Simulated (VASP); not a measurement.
Runs of VASP 6.6.1 on Pt. The structure is that of space group Fm-3m (No. 225), or close to it. The cells are those of the table. 

```tsv
cell	gap on the mesh (eV)	pressure (GPa)
a = 2.736, b = 2.736, c = 2.770 Å, angles 59.6, 59.6, 60.8°, 1 atom	none	7.6
a = 2.736, b = 2.736, c = 2.701 Å, angles 60.4, 60.4, 59.2°, 1 atom	none	16.5
a = 2.667, b = 2.667, c = 2.632 Å, angles 60.4, 60.4, 59.1°, 1 atom	none	(b)
a = 2.667, b = 2.667, c = 2.701 Å, angles 59.6, 59.6, 60.9°, 1 atom	none	(a)
a = 2.702, b = 2.702, c = 2.632 Å, angles 60.9, 60.9, 58.3°, 1 atom	none	39.2
```

Alike in all rows: task single point; level PBEsol; potentials or basis VASP PAW PBE potentials, release 64 (Pt); no spin polarisation; k mesh 26 × 26 × 26; cutoff (eV) 520; smearing gaussian 0.15 eV.

Q: Estimate the missing entries.

A: (a) 38.4; (b) 51.6.

Caveats: the cell stands under pressure; the PAW data sets were made with another functional, which shifts forces and pressure a little; spin-orbit coupling is left out, which moves the levels of the heavy elements.

A k mesh can miss the band edges, and the runs leave out spin-orbit coupling on Pt.

A gap of «none» marks levels without a gap at the run's occupations.
